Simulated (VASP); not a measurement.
# Zn8HS8 (a cell with a defect) in VASP: notebook

Zn8HS8 (a cell with a defect) is run at these levels: PBE; tasks: single point.

All numbers are computed with VASP 6.6.1; they aren't measurements. Logs are shortened: lines on timing, memory, paths and dates and some standing lists are left out, and cuts for length are marked.

## 1. The cell of the first run

The cell holds a defect, 17 atoms: a = 7.697 Å, b = 7.697 Å, c = 7.697 Å, α = 60.00°, β = 60.00°, γ = 60.00°.

## 2. Single point, PBE

INCAR reads:

```
SYSTEM = Zn8HS8
  ALGO = Normal
  EDIFF = 1E-6
  ENCUT = 520
  GGA = PE
  ISIF = 2
  ISMEAR = 0
  LASPH = .True.
  LCHARG = .True.
  LELF = .True.
  LREAL = Auto
  LVHAR = .True.
  LWAVE = .False.
  NBANDS = 86
  NELECT = 144.0
  NELM = 80
  PREC = Accurate
  SIGMA = 0.02
```

KPOINTS reads:

```
k-points
0
Gamma
  2 2 2
  0 0 0
```

POSCAR reads:

```
Zn8HS8
1.0
    5.4423087469      0.0000000000      5.4423087469
    0.0000000000     -5.4423087469      5.4423087469
    5.4423087469     -5.4423087469      0.0000000000
Zn S H
8 8 1
Direct
    0.4950577274      0.9993699830      0.0023980631
    0.4697251881      0.4976951191      0.0310806512
    0.0048791793      0.9806830608     -0.0044512359
    0.0048811086      0.5150875539     -0.0044524302
    0.5040919447      0.9826812937      0.5064813718
    0.5040919447      0.5029404114      0.5064804531
    0.0100940616      0.9966940966      0.4927140529
    0.0376310881      0.5142339640      0.4300976128
    0.3793706120      0.8716078452      0.3736092704
    0.3843281587      0.3577800508      0.3963061635
    0.8795491441      0.8729943891      0.3709800553
    0.8795485009      0.3726731787      0.3709781260
    0.3749429874      0.8678417046      0.8799000062
    0.3749428955      0.3735113340      0.8798984443
    0.8696033651      0.8807477163      0.8650970055
    0.8559111062      0.3621486012      0.9159846918
   -0.1920391783      0.4776973562      0.7327775188
```

Potentials or basis: VASP PAW PBE potentials, release 64 (Zn, S, H).

On the command line:

```bash
> cat potpaw_PBE.64/Zn/POTCAR potpaw_PBE.64/S/POTCAR potpaw_PBE.64/H/POTCAR > POTCAR
> mpirun -np 1 vasp_std > vasp.out
```

OUTCAR:

```text
SYSTEM = Zn8HS8
   EDIFF = 1E-6
   ENCUT = 520
   GGA = PE
   ISIF = 2
   ISMEAR = 0
   LASPH = .True.
   LREAL = Auto
   NELECT = 144.0
   NELM = 80
   PREC = Accurate

 ion  position               nearest neighbor table
   1  0.495  0.999  0.002-   9 2.33  13 2.35  14 2.35  15 2.36
   2  0.470  0.498  0.031-  10 2.31  13 2.34  14 2.34  16 2.43
   3  0.005  0.981  0.996-  15 2.30  13 2.33  11 2.36  16 2.42
   4  0.005  0.515  0.996-  15 2.30  14 2.33  12 2.36  16 2.42
   5  0.504  0.983  0.506-   9 2.32  13 2.35  10 2.36  11 2.36
   6  0.504  0.503  0.506-   9 2.32  14 2.35  10 2.36  12 2.36
   7  0.010  0.997  0.493-   9 2.32  15 2.34  11 2.36  12 2.36
   8  0.038  0.514  0.430-  10 2.25  11 2.29  12 2.29
   9  0.379  0.872  0.374-   5 2.32   6 2.32   7 2.32   1 2.33
  10  0.384  0.358  0.396-   8 2.25   2 2.31   6 2.36   5 2.36
  11  0.880  0.873  0.371-   8 2.29   5 2.36   7 2.36   3 2.36
  12  0.880  0.373  0.371-   8 2.29   6 2.36   7 2.36   4 2.36
  13  0.375  0.868  0.880-   3 2.33   2 2.34   5 2.35   1 2.35
  14  0.375  0.374  0.880-   4 2.33   2 2.34   6 2.35   1 2.35
  15  0.870  0.881  0.865-   4 2.30   3 2.30   7 2.34   1 2.36
  16  0.856  0.362  0.916-  17 1.36   3 2.42   4 2.42   2 2.43
  17  0.808  0.478  0.733-  16 1.36

  LATTYP: Found a face centered cubic cell.
 ALAT       =    10.8846174938

  Lattice vectors:

 A1 = (   5.4423087469,   0.0000000000,   5.4423087469)
 A2 = (   0.0000000000,  -5.4423087469,   5.4423087469)
 A3 = (   5.4423087469,  -5.4423087469,   0.0000000000)

Analysis of symmetry for initial positions (statically):
=====================================================================
 Subroutine PRICEL returns:
 Original cell was already a primitive cell.

 Routine SETGRP: Setting up the symmetry group for a
 face centered cubic supercell.

 Subroutine GETGRP returns: Found  1 space group operations
 (whereof  1 operations were pure point group operations)
 out of a pool of 48 trial point group operations.

The static configuration has the point symmetry C_1 .

Analysis of symmetry for dynamics (positions and initial velocities):
=====================================================================
 Subroutine PRICEL returns:
 Original cell was already a primitive cell.

 Routine SETGRP: Setting up the symmetry group for a
 face centered cubic supercell.

 Subroutine GETGRP returns: Found  1 space group operations
 (whereof  1 operations were pure point group operations)
 out of a pool of 48 trial point group operations.

The dynamic configuration has the point symmetry C_1 .

 Subroutine INISYM returns: Found  1 space group operations
 (whereof  1 operations are pure point group operations),
 and found     1 'primitive' translations

----------------------------------------------------------------------------------------

                                     Primitive cell

  volume of cell :     322.3885

  direct lattice vectors                    reciprocal lattice vectors
     5.442308747  0.000000000  5.442308747     0.091872774  0.091872774  0.091872774
     0.000000000 -5.442308747  5.442308747    -0.091872774 -0.091872774  0.091872774
     5.442308747 -5.442308747  0.000000000     0.091872774 -0.091872774 -0.091872774

  length of vectors
     7.696586840  7.696586840  7.696586840     0.159128312  0.159128312  0.159128312

  position of ions in fractional coordinates (direct lattice)
     0.495057727  0.999369983  0.002398063
     0.469725188  0.497695119  0.031080651
     0.004879179  0.980683061  0.995548764
     0.004881109  0.515087554  0.995547570
     0.504091945  0.982681294  0.506481372
     0.504091945  0.502940411  0.506480453
[... 9 lines left out ...]
     0.855911106  0.362148601  0.915984692
     0.807960822  0.477697356  0.732777519

  ion indices of the primitive-cell ions
   primitive index   ion index
                 1           1
                 2           2
                 3           3
                 4           4
                 5           5
                 6           6
[... 9 lines left out ...]
                16          16
                17          17

----------------------------------------------------------------------------------------

 KPOINTS: k-points

Automatic generation of k-mesh.
 Grid dimensions read from file:
 generate k-points for:    2    2    2

 Generating k-lattice:

  Cartesian coordinates                     Fractional coordinates (reciprocal lattice)
     0.045936387  0.045936387  0.045936387     0.500000000  0.000000000  0.000000000
    -0.045936387 -0.045936387  0.045936387     0.000000000  0.500000000  0.000000000
     0.045936387 -0.045936387 -0.045936387     0.000000000  0.000000000  0.500000000

  Length of vectors
     0.079564156  0.079564156  0.079564156

  Shift w.r.t. Gamma in fractional coordinates (k-lattice)
     0.000000000  0.000000000  0.000000000

 Subroutine IBZKPT returns following result:
 ===========================================

 Found      8 irreducible k-points:

 Following reciprocal coordinates:
            Coordinates               Weight
  0.000000  0.000000  0.000000      1.000000
  0.500000  0.000000  0.000000      1.000000
  0.000000  0.500000  0.000000      1.000000
  0.000000  0.000000  0.500000      1.000000
  0.500000  0.500000  0.500000      1.000000
  0.500000  0.500000  0.000000      1.000000
  0.000000  0.500000  0.500000      1.000000
  0.500000  0.000000  0.500000      1.000000
   k-points           NKPTS =      8   k-points in BZ     NKDIM =      8   number of bands    NBANDS=     86
   number of dos      NEDOS =    301   number of ions     NIONS =     17
   total plane-waves  NPLWV = 216000
   dimension x,y,z NGX =    60 NGY =   60 NGZ =   60
   dimension x,y,z NGXF=   120 NGYF=  120 NGZF=  120
   ions per type =               8   8   1
   NGX,Y,Z   is equivalent  to a cutoff of  12.96, 12.96, 12.96 a.u.
   NGXF,Y,Z  is equivalent  to a cutoff of  25.92, 25.92, 25.92 a.u.
 SYSTEM =  Zn8HS8
   PREC   = accura    normal or accurate (medium, high low for compatibility)
   ISTART =      0    job   : 0-new  1-cont  2-samecut
   ICHARG =      2    charge: 1-file 2-atom 10-const
   ISPIN  =      1    spin polarized calculation?
   LNONCOLLINEAR =      F non collinear calculations
   LSORBIT =      F    spin-orbit coupling
   LASPH  =      T    aspherical Exc in radial PAW
   ENCUT  =  520.0 eV  38.22 Ry    6.18 a.u.  14.31 14.31 14.31*2*pi/ulx,y,z
   NELM   =     80;   NELMIN=  2; NELMDL= -5     # of ELM steps
   EDIFF  = 0.1E-05   stopping-criterion for ELM
   LREAL  =      T    real-space projection
   EDIFFG = 0.1E-04   stopping-criterion for IOM
   NSW    =      0    number of steps for IOM
   IBRION =     -1    ionic relax: 0-MD 1-quasi-New 2-CG
   NFREE  =      0    steps in history (QN), initial steepest desc. (CG)
   ISIF   =      2    stress and relaxation
   ISYM   =      2    0-nonsym 1-usesym 2-fastsym
   POTIM  = 0.5000    time-step for ionic-motion
   TEBEG  =    0.0;   TEEND  =   0.0 temperature during run
   PSTRESS=    0.0 pullay stress
   NELECT =     144.0000    total number of electrons
   NUPDOWN=      -1.0000    fix difference up-down
   EMIN   =  10.00;   EMAX   =-10.00  energy-range for DOS
   EFERMI =   0.00;   METHOD = LEGACY
   ISMEAR =     0;   SIGMA  =   0.02  broadening in eV -4-tet -1-fermi 0-gaus
   EFERMI_NEDOS =   21; number of points for ismear=-14 and -15
   IALGO  =     38    algorithm
   IMIX   =      4    mixing-type and parameters
     AMIX     =   0.40;   BMIX     =  1.00
     AMIX_MAG =   1.60;   BMIX_MAG =  1.00
  volume/ion in A,a.u.               =      18.96       127.98
  Fermi-wavevector in a.u.,A,eV,Ry     =   1.251418  2.364838 21.307372  1.566048
  Thomas-Fermi vector in A             =   2.385367
   LORBIT       =      0    0 simple, 1 ext, 2 COOP (PROOUT), +10 PAW based schemes
   GGA     = PE    functional components
   LHFCALC =     F    Hartree Fock is set to
   AEXX    =    0.0000 exact exchange contribution
   IVDW    =     0    specifies the selected vdW correction
   LEPSILON=     F    determine dielectric tensor
   LRPA    =     F    only Hartree local field effects (RPA)
 non-spin polarized calculation
 Gauss-broadening in eV      SIGMA  =   0.02
  energy-cutoff  :      520.00
  volume of cell :      322.39
 maximum number of plane-waves:      8694
 NGX is ok and might be reduce to    60
   NGX = 29   NGY = 29   NGZ = 29

 number of electron     143.9999983 magnetization

 Free energy of the ion-electron system (eV)
  ---------------------------------------------------
  ext. energy  EPLUGINS =         0.00000000
  ---------------------------------------------------
  free energy    TOTEN  =       -59.72512089 eV

  energy without entropy =      -59.72512089  energy(sigma->0) =      -59.72512089

 E-fermi :   2.0979     XC(G=0):  -9.4992

 val. band max:        1.9585593710   @ k =   0.0000   0.0000   0.0000
 cond. band min:       3.8840240260   @ k =   0.0000   0.0000   0.0000
 fundamental gap:      1.9254646550
 Fermi energy:         2.0979299109

 k-point     1 :       0.0000    0.0000    0.0000
  band No.  band energies     occupation
      1     -11.6020      2.00000
      2     -10.7834      2.00000
      3     -10.2283      2.00000
      4     -10.1425      2.00000
      5     -10.1402      2.00000
      6      -9.9097      2.00000
[... 76 lines left out ...]
     83       6.1033      0.00000
     84       7.7607      0.00000

 k-point     2 :       0.5000    0.0000    0.0000
  band No.  band energies     occupation
      1     -11.5246      2.00000
      2     -10.6339      2.00000
      3     -10.4441      2.00000
      4     -10.0848      2.00000
      5     -10.0526      2.00000
      6     -10.0244      2.00000
[... 511 lines left out ...]
     83       7.7854      0.00000
     84       7.9481      0.00000

 k-point     8 :       0.5000    0.0000    0.5000
  band No.  band energies     occupation
      1     -11.4976      2.00000
      2     -10.5120      2.00000
      3     -10.4042      2.00000
      4     -10.2319      2.00000
      5     -10.1649      2.00000
      6     -10.1440      2.00000
[... 76 lines left out ...]
     83       7.7531      0.00000
     84       7.9230      0.00000
 [bands above 84 left out]

------------------------ aborting loop because EDIFF is reached ----------------------------------------

  FORCE on cell =-STRESS in cart. coord.  units (eV):
  Direction    XX          YY          ZZ          XY          YZ          ZX
  --------------------------------------------------------------------------------------
  -------------------------------------------------------------------------------------
  Total       -4.5171090     -2.5984692     -2.6029125     -0.1729201      1.0791094     -0.1729626
  in kB      -22.4487225    -12.9136388    -12.9357207     -0.8593628      5.3628612     -0.8595741
  external PRESSURE =     -16.0993607 kB  Pullay stress =       0.0000000 kB

 VOLUME and BASIS-vectors are now :
 -----------------------------------------------------------------------------
  energy-cutoff  :      520.00
  volume of cell :      322.39
      direct lattice vectors                 reciprocal lattice vectors
     5.442308747  0.000000000  5.442308747     0.091872774  0.091872774  0.091872774
     0.000000000 -5.442308747  5.442308747    -0.091872774 -0.091872774  0.091872774
     5.442308747 -5.442308747  0.000000000     0.091872774 -0.091872774 -0.091872774

 POSITION                                       TOTAL-FORCE (eV/Angst)
 -----------------------------------------------------------------------------------
      2.70731     -5.45193      8.13314        -0.005973      0.005948      0.005451
      2.72554     -2.87776      5.26500         0.027169      0.015571      0.016055
      5.44464    -10.75526      5.36373        -0.008382     -0.006914      0.029240
      5.44464     -8.22134      2.82983        -0.008515      0.028957     -0.006590
      5.49985     -8.10448      8.09148        -0.005726     -0.014466     -0.023656
      5.49985     -5.49358      5.48058        -0.005449     -0.022521     -0.014904
[... 9 lines left out ...]
      9.64320     -6.95600      6.62906        -0.025867     -0.140735     -0.141568
      8.38517     -6.58778      6.99695         0.147039      0.154986      0.154613
 -----------------------------------------------------------------------------------
    total drift:                                0.000807     -0.005369      0.004515

  FREE ENERGIE OF THE ION-ELECTRON SYSTEM (eV)
  ---------------------------------------------------
  free  energy   TOTEN  =       -59.7251208917 eV

  energy  without entropy=      -59.7251208917  energy(sigma->0) =      -59.72512089
```

Run time: 3.6 min. Hardware: 1 thread of Intel Xeon 6975P-C (Granite Rapids), shared host; peak memory 0.55 GiB.

What came out:

* Free energy: -59.7251 eV
* Largest force: 0.264 eV/Å

Forces in eV/Å, atoms in the order of the input:
```
Zn  -0.006  0.006  0.005
Zn   0.027  0.016  0.016
Zn  -0.008 -0.007  0.029
Zn  -0.009  0.029 -0.007
Zn  -0.006 -0.014 -0.024
Zn  -0.005 -0.023 -0.015
Zn   0.019 -0.007 -0.007
Zn  -0.121  0.063  0.064
S   -0.004  0.004  0.003
S    0.009 -0.041 -0.040
S   -0.019 -0.026  0.005
S   -0.019  0.004 -0.027
S    0.010 -0.002 -0.010
S    0.009 -0.010 -0.003
S    0.001 -0.005 -0.004
S   -0.026 -0.141 -0.142
H    0.147  0.155  0.155
```

Caveat: the k points lie up to 0.50 Å⁻¹ apart; the cell carries a net charge on a neutralising background, which shifts energy and pressure; the cell is charged against a uniform background, so pressure and absolute levels hang on convention.

## 3. Single point, PBE

INCAR reads:

```
SYSTEM = Zn8HS8
  PREC = Accurate
  ENCUT = 520
  EDIFF = 1E-7
  ISMEAR = 0
  SIGMA = 0.02
  LREAL = Auto
  LASPH = .TRUE.
  NELM = 80
  ALGO = Normal
  ISIF = 2
  LWAVE = .FALSE.
  LCHARG = .FALSE.
  GGA = PE
  NELECT = 144.0
  NBANDS = 86
```

KPOINTS reads:

```
Automatic mesh
0
G
  2 2 2
  0 0 0
```

POSCAR reads:

```
Zn8HS8
1.0
    5.4423087469      0.0000000000      5.4423087469
    0.0000000000     -5.4423087469      5.4423087469
    5.4423087469     -5.4423087469      0.0000000000
Zn S H
8 8 1
Direct
    0.4927140529      0.9966940966      0.0100940616
    0.4300976128      0.5142339640      0.0376310881
   -0.0044512359      0.9806830608      0.0048791793
   -0.0044524302      0.5150875539      0.0048811086
    0.5064813718      0.9826812937      0.5040919447
    0.5064804531      0.5029404114      0.5040919447
    0.0023980631      0.9993699830      0.4950577274
    0.0310806512      0.4976951191      0.4697251881
    0.3736092704      0.8716078452      0.3793706120
    0.3963061635      0.3577800508      0.3843281587
    0.8799000062      0.8678417046      0.3749429874
    0.8798984443      0.3735113340      0.3749428955
    0.3709800553      0.8729943891      0.8795491441
    0.3709781260      0.3726731787      0.8795485009
    0.8650970974      0.8807476244      0.8696034569
    0.9159847836      0.3621485093      0.8559111981
   -0.2672223440      0.4776973562      0.8079608682
```

Potentials or basis: VASP PAW PBE potentials, release 64 (Zn, S, H).

On the command line:

```bash
> cat potpaw_PBE.64/Zn/POTCAR potpaw_PBE.64/S/POTCAR potpaw_PBE.64/H/POTCAR > POTCAR
> mpirun -np 1 vasp_std > vasp.out
```

Wall time 4.1 min (1 thread of Intel Xeon 6975P-C (Granite Rapids), shared host); peak memory 0.55 GiB.

The run converged. Its results:

- Free energy: -59.7251 eV
- Largest force: 0.264 eV/Å

Forces in eV/Å, atoms in the order of the input:
```
Zn   0.019  0.007  0.007
Zn  -0.121 -0.064 -0.063
Zn  -0.008 -0.029  0.007
Zn  -0.008  0.006 -0.029
Zn  -0.006  0.024  0.014
Zn  -0.005  0.015  0.023
Zn  -0.006 -0.005 -0.006
Zn   0.027 -0.016 -0.016
S   -0.004 -0.003 -0.004
S    0.009  0.040  0.041
S    0.010  0.010  0.002
S    0.008  0.003  0.010
S   -0.019 -0.005  0.026
S   -0.019  0.027 -0.004
S    0.001  0.004  0.005
S   -0.027  0.141  0.141
H    0.147 -0.154 -0.155
```

Levels at points of the mesh, in eV from the Fermi level:
| k point | band 70 | band 71 | band 72 | band 73 | band 74 | band 75 |
| --- | --- | --- | --- | --- | --- | --- |
| (0.00, 0.00, 0.00) | -0.22 | -0.15 | -0.14 | 1.78 | 2.39 | 2.79 |
| (0.50, 0.00, 0.00) | -0.62 | -0.57 | -0.54 | 3.03 | 3.24 | 3.72 |
| (0.00, 0.50, 0.00) | -0.73 | -0.50 | -0.49 | 3.05 | 3.27 | 3.45 |
| (0.00, 0.00, 0.50) | -0.78 | -0.52 | -0.48 | 2.63 | 3.21 | 3.58 |
| (0.50, 0.50, 0.50) | -0.73 | -0.50 | -0.49 | 3.05 | 3.27 | 3.45 |
| (0.50, 0.50, 0.00) | -1.05 | -1.00 | -0.90 | 3.43 | 3.98 | 4.30 |
| (0.00, 0.50, 0.50) | -1.05 | -1.00 | -0.90 | 3.43 | 3.98 | 4.30 |
| (0.50, 0.00, 0.50) | -1.02 | -1.00 | -0.87 | 3.86 | 3.99 | 4.31 |

Caveat: the k points lie up to 0.50 Å⁻¹ apart; the cell carries a net charge on a neutralising background, which shifts energy and pressure; the cell is charged against a uniform background, so pressure and absolute levels hang on convention.

(Part 1 of 2 ends here.)
